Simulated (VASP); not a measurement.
# Hg (P6_3/mmc) in VASP: single point with PBEsol+D3(BJ)

Aim: the single point of Hg with PBEsol+D3(BJ).

Program: VASP 6.6.1. These are calculated values, not measurements. Logs are shortened: lines on timing, memory, paths and dates and some standing lists are left out, and cuts for length are marked.

## Step 1: The cell of the first run

Symmetry: P6_3/mmc, No. 194, hexagonal system. The conventional cell has a = 3.154 Å, b = 3.154 Å, c = 5.055 Å, α = 90.00°, β = 90.00°, γ = 120.00°. Hg (site symmetry -6m2) has 12 Hg at 3.12 to 3.15 Å within 4.1 Å.

## Step 2: Single point, PBEsol+D3(BJ)

INCAR reads:

```
ALGO     = Fast           # electronic algorithm
EDIFF    = 1E-6           # SCF threshold, eV
ENCUT    = 520            # plane-wave cutoff, eV
GGA      = PS             # functional
ISIF     = 2              # what is computed and relaxed
ISMEAR   = 0              # smearing method
IVDW     = 12             # dispersion correction
LASPH    = T              # aspherical terms in the spheres
LCHARG   = F              # write CHGCAR
LREAL    = F              # projectors in reciprocal space
LWAVE    = F              # write WAVECAR
NBANDS   = 19             # bands
NELM     = 80             # most SCF steps
PREC     = Accurate       # precision mode
SIGMA    = 0.15           # smearing width, eV
```

KPOINTS reads:

```
k-points
0
Gamma
  18 18 10
```

POSCAR reads:

```
Hg
1.0
    3.1540667384      0.0000000000      0.0000000000
   -1.5770333692      2.7315019207      0.0000000000
    0.0000000000      0.0000000000      5.0554047156
Hg
2
Direct
    0.6666666667      0.3333333333      0.7500000000
    0.3333333333      0.6666666667      0.2500000000
```

Potentials or basis: VASP PAW PBE potentials, release 64 (Hg).

Started as:

```
$ cat potpaw_PBE.64/Hg/POTCAR > POTCAR
$ mpirun -np 1 vasp_std > vasp.out
```

OUTCAR:

```text
EDIFF = 1E-6
   ENCUT = 520
   GGA = PS
   ISIF = 2
   ISMEAR = 0
   IVDW = 12
   LASPH = T
   LREAL = F
   NELM = 80
   PREC = Accurate
 IVDW          = 12

 ion  position               nearest neighbor table
   1  0.667  0.333  0.750-   2 3.12   2 3.12   2 3.12   2 3.12   2 3.12   2 3.12
   2  0.333  0.667  0.250-   1 3.12   1 3.12   1 3.12   1 3.12   1 3.12   1 3.12

  LATTYP: Found a hexagonal cell.
 ALAT       =     3.1540667384
 C/A-ratio  =     1.6028210989

  Lattice vectors:

 A1 = (   3.1540667384,   0.0000000000,   0.0000000000)
 A2 = (  -1.5770333692,   2.7315019207,   0.0000000000)
 A3 = (   0.0000000000,   0.0000000000,   5.0554047156)

Analysis of symmetry for initial positions (statically):
=====================================================================
 Subroutine PRICEL returns:
 Original cell was already a primitive cell.

 Routine SETGRP: Setting up the symmetry group for a
 hexagonal supercell.

 Subroutine GETGRP returns: Found 24 space group operations
 (whereof 12 operations were pure point group operations)
 out of a pool of 24 trial point group operations.

The static configuration has the point symmetry D_3d.
 The point group associated with its full space group is D_6h.

Analysis of symmetry for dynamics (positions and initial velocities):
=====================================================================
 Subroutine PRICEL returns:
 Original cell was already a primitive cell.

 Routine SETGRP: Setting up the symmetry group for a
 hexagonal supercell.

 Subroutine GETGRP returns: Found 24 space group operations
 (whereof 12 operations were pure point group operations)
 out of a pool of 24 trial point group operations.

The dynamic configuration has the point symmetry D_3d.
 The point group associated with its full space group is D_6h.

 Subroutine INISYM returns: Found 24 space group operations
 (whereof 12 operations are pure point group operations),
 and found     1 'primitive' translations

----------------------------------------------------------------------------------------

                                     Primitive cell

  volume of cell :      43.5540

  direct lattice vectors                    reciprocal lattice vectors
     3.154066738  0.000000000  0.000000000     0.317050996  0.183049478  0.000000000
    -1.577033369  2.731501921  0.000000000     0.000000000  0.366098955  0.000000000
     0.000000000  0.000000000  5.055404716     0.000000000  0.000000000  0.197808100

  length of vectors
     3.154066738  3.154066738  5.055404716     0.366098955  0.366098955  0.197808100

  position of ions in fractional coordinates (direct lattice)
     0.666666667  0.333333333  0.750000000
     0.333333333  0.666666667  0.250000000

  ion indices of the primitive-cell ions
   primitive index   ion index
                 1           1
                 2           2

----------------------------------------------------------------------------------------

 KPOINTS: k-points

Automatic generation of k-mesh.
 Grid dimensions read from file:
 generate k-points for:   18   18   10

 Generating k-lattice:

  Cartesian coordinates                     Fractional coordinates (reciprocal lattice)
     0.017613944  0.010169415  0.000000000     0.055555556  0.000000000  0.000000000
     0.000000000  0.020338831  0.000000000     0.000000000  0.055555556  0.000000000
     0.000000000  0.000000000  0.019780810     0.000000000  0.000000000  0.100000000

  Length of vectors
     0.020338831  0.020338831  0.019780810

  Shift w.r.t. Gamma in fractional coordinates (k-lattice)
     0.000000000  0.000000000  0.000000000

 Subroutine IBZKPT returns following result:
 ===========================================

 Found    222 irreducible k-points:

 Following reciprocal coordinates:
            Coordinates               Weight
  0.000000  0.000000  0.000000      1.000000
  0.055556 -0.000000  0.000000      6.000000
  0.111111 -0.000000  0.000000      6.000000
  0.166667 -0.000000  0.000000      6.000000
  0.222222 -0.000000  0.000000      6.000000
  0.277778 -0.000000  0.000000      6.000000
[... 16 lines left out ...]
  0.333333  0.111111  0.000000     12.000000
  0.388889  0.111111  0.000000     12.000000
 [... further k-points ...]
   k-points           NKPTS =    222   k-points in BZ     NKDIM =    222   number of bands    NBANDS=     19
   number of dos      NEDOS =    301   number of ions     NIONS =      2
   total plane-waves  NPLWV =  23040
   dimension x,y,z NGX =    24 NGY =   24 NGZ =   40
   dimension x,y,z NGXF=    48 NGYF=   48 NGZF=   80
   ions per type =               2
   NGX,Y,Z   is equivalent  to a cutoff of  12.65, 12.65, 13.15 a.u.
   NGXF,Y,Z  is equivalent  to a cutoff of  25.30, 25.30, 26.31 a.u.
 SYSTEM =  unknown system
   PREC   = accura    normal or accurate (medium, high low for compatibility)
   ISTART =      0    job   : 0-new  1-cont  2-samecut
   ICHARG =      2    charge: 1-file 2-atom 10-const
   ISPIN  =      1    spin polarized calculation?
   LNONCOLLINEAR =      F non collinear calculations
   LSORBIT =      F    spin-orbit coupling
   LASPH  =      T    aspherical Exc in radial PAW
   ENCUT  =  520.0 eV  38.22 Ry    6.18 a.u.   5.86  5.86  9.40*2*pi/ulx,y,z
   NELM   =     80;   NELMIN=  2; NELMDL= -5     # of ELM steps
   EDIFF  = 0.1E-05   stopping-criterion for ELM
   LREAL  =      F    real-space projection
   EDIFFG = 0.1E-04   stopping-criterion for IOM
   NSW    =      0    number of steps for IOM
   IBRION =     -1    ionic relax: 0-MD 1-quasi-New 2-CG
   NFREE  =      0    steps in history (QN), initial steepest desc. (CG)
   ISIF   =      2    stress and relaxation
   ISYM   =      2    0-nonsym 1-usesym 2-fastsym
   POTIM  = 0.5000    time-step for ionic-motion
   TEBEG  =    0.0;   TEEND  =   0.0 temperature during run
   PSTRESS=    0.0 pullay stress
   NELECT =      24.0000    total number of electrons
   NUPDOWN=      -1.0000    fix difference up-down
   EMIN   =  10.00;   EMAX   =-10.00  energy-range for DOS
   EFERMI =   0.00;   METHOD = LEGACY
   ISMEAR =     0;   SIGMA  =   0.15  broadening in eV -4-tet -1-fermi 0-gaus
   EFERMI_NEDOS =   21; number of points for ismear=-14 and -15
   IALGO  =     68    algorithm
   IMIX   =      4    mixing-type and parameters
     AMIX     =   0.40;   BMIX     =  1.00
     AMIX_MAG =   1.60;   BMIX_MAG =  1.00
  volume/ion in A,a.u.               =      21.78       146.96
  Fermi-wavevector in a.u.,A,eV,Ry     =   1.342154  2.536304 24.509241  1.801378
  Thomas-Fermi vector in A             =   2.470331
   LORBIT       =      0    0 simple, 1 ext, 2 COOP (PROOUT), +10 PAW based schemes
   GGA     = PS    functional components
   LHFCALC =     F    Hartree Fock is set to
   AEXX    =    0.0000 exact exchange contribution
   IVDW    =    12    specifies the selected vdW correction
   LEPSILON=     F    determine dielectric tensor
   LRPA    =     F    only Hartree local field effects (RPA)
 non-spin polarized calculation
 RMM-DIIS sequential band-by-band and
 Gauss-broadening in eV      SIGMA  =   0.15
  energy-cutoff  :      520.00
  volume of cell :       43.55
 maximum number of plane-waves:      1194
 NGX is ok and might be reduce to    24
   NGX = 11   NGY = 11   NGZ = 19

 number of electron      24.0000004 magnetization

 Free energy of the ion-electron system (eV)
  ---------------------------------------------------
  ext. energy  EPLUGINS =         0.00000000
  ---------------------------------------------------
  free energy    TOTEN  =        -1.03934166 eV

  energy without entropy =       -1.03079630  energy(sigma->0) =       -1.03506898

 E-fermi :   3.1713     XC(G=0): -11.4988

 val. band max:        3.1650654524   @ k =   0.2778   0.2778   0.2000
 cond. band min:       3.2027258099   @ k =   0.2222   0.1667   0.0000
 fundamental gap:      0.0376603576
 Fermi energy:         3.1713224115

 k-point     1 :       0.0000    0.0000    0.0000
  band No.  band energies     occupation
      1      -6.5651      2.00000
      2      -5.2232      2.00000
      3      -3.9798      2.00000
      4      -3.9501      2.00000
      5      -3.9501      2.00000
      6      -3.7758      2.00000
[... 11 lines left out ...]
     18      18.3158      0.00000
     19      18.8583      0.00000

 k-point     2 :       0.0556   -0.0000    0.0000
  band No.  band energies     occupation
      1      -6.4912      2.00000
      2      -5.1801      2.00000
      3      -4.0446      2.00000
      4      -3.9158      2.00000
      5      -3.8834      2.00000
      6      -3.7867      2.00000
[... 11 lines left out ...]
     18      18.4052      0.00000
     19      19.2940      0.00000

 k-point     3 :       0.1111   -0.0000    0.0000
  band No.  band energies     occupation
      1      -6.2753      2.00000
      2      -5.0625      2.00000
      3      -4.1230      2.00000
      4      -3.8350      2.00000
      5      -3.8157      2.00000
      6      -3.7665      2.00000
[... 11 lines left out ...]
     18      18.7879      0.00000
     19      19.0038      0.00000

 k-point     4 :       0.1667   -0.0000    0.0000
  band No.  band energies     occupation
      1      -5.9383      2.00000
      2      -4.9140      2.00000
      3      -4.1773      2.00000
      4      -3.8671      2.00000
      5      -3.8474      2.00000
      6      -3.7329      2.00000
[... 407 lines left out ...]
     18      15.5466      0.00000
     19      15.8901      0.00000

 k-point    23 :       0.3333    0.1111    0.0000
  band No.  band energies     occupation
      1      -4.8714      2.00000
      2      -4.7786      2.00000
      3      -4.6508      2.00000
      4      -4.0554      2.00000
      5      -3.6495      2.00000
      6      -3.6364      2.00000
[... 11 lines left out ...]
     18      15.0476      0.00000
     19      15.5481      0.00000

 k-point    24 :       0.3889    0.1111    0.0000
  band No.  band energies     occupation
      1      -4.9267      2.00000
      2      -4.7754      2.00000
      3      -4.7413      2.00000
      4      -4.0747      2.00000
      5      -3.6859      2.00000
      6      -3.5776      2.00000
[... 11 lines left out ...]
     18      14.7280      0.00000
     19      15.3405      0.00000

 [... further k-points ...]

------------------------ aborting loop because EDIFF is reached ----------------------------------------

 Edisp (eV)   -0.91925

 E8    (eV) :    -0.6238

  FORCE on cell =-STRESS in cart. coord.  units (eV):
  Direction    XX          YY          ZZ          XY          YZ          ZX
  --------------------------------------------------------------------------------------
  -------------------------------------------------------------------------------------
  Total       0.21112     0.21112     0.13000     0.00000    -0.00000     0.00000
  in kB       7.76609     7.76609     4.78215     0.00000    -0.00000     0.00000
  external pressure =        6.77 kB  Pullay stress =        0.00 kB

 VOLUME and BASIS-vectors are now :
 -----------------------------------------------------------------------------
  energy-cutoff  :      520.00
  volume of cell :       43.55
      direct lattice vectors                 reciprocal lattice vectors
     3.154066738  0.000000000  0.000000000     0.317050996  0.183049478  0.000000000
    -1.577033369  2.731501921  0.000000000     0.000000000  0.366098955  0.000000000
     0.000000000  0.000000000  5.055404716     0.000000000  0.000000000  0.197808100

 POSITION                                       TOTAL-FORCE (eV/Angst)
 -----------------------------------------------------------------------------------
      1.57703      0.91050      3.79155        -0.000000     -0.000000      0.000000
     -0.00000      1.82100      1.26385         0.000000      0.000000      0.000000
 -----------------------------------------------------------------------------------
    total drift:                                0.000000     -0.000000      0.000000

  FREE ENERGIE OF THE ION-ELECTRON SYSTEM (eV)
  ---------------------------------------------------
  free  energy   TOTEN  =        -1.9585920428 eV

  energy  without entropy=       -1.9500466815  energy(sigma->0) =       -1.95431936
```

Wall time 67 s (1 thread of Intel Xeon Platinum 8375C at 2.90GHz (Ice Lake), shared host); peak memory 0.27 GiB.

What came out:

| Quantity | Value |
| --- | --- |
| Free energy | -1.9586 eV |
| Pressure | 0.7 GPa |
| Band gap on the k mesh | zero (band 12 reaches 3.52 eV, above the bottom of band 13 at 2.01 eV) |
| Dispersion energy per atom | -0.460 eV |

Stress tensor (GPa, compression positive):
```
0.78 0.00 0.00
0.00 0.78 0.00
0.00 0.00 0.48
```

Levels at points of the mesh, in eV from the Fermi level:
```
           k point  band 10  band 11  band 12  band 13  band 14  band 15
(0.00, 0.00, 0.00)    -5.91    -5.91    -1.88    -1.16    13.05    13.05
(0.50, 0.00, 0.00)    -5.74    -2.51    -2.42     3.17     3.18     4.20
(0.00, 0.00, 0.50)    -6.17    -6.17    -6.17     7.38     7.38    13.36
(0.50, 0.00, 0.50)    -5.78    -1.48    -1.48    -0.27    -0.27     9.52
```

Caveat: the PAW data sets were made with another functional, which shifts forces and pressure a little; spin-orbit coupling is left out, which moves the levels of the heavy elements; pairwise dispersion overbinds metals, which lowers pressure and volume.
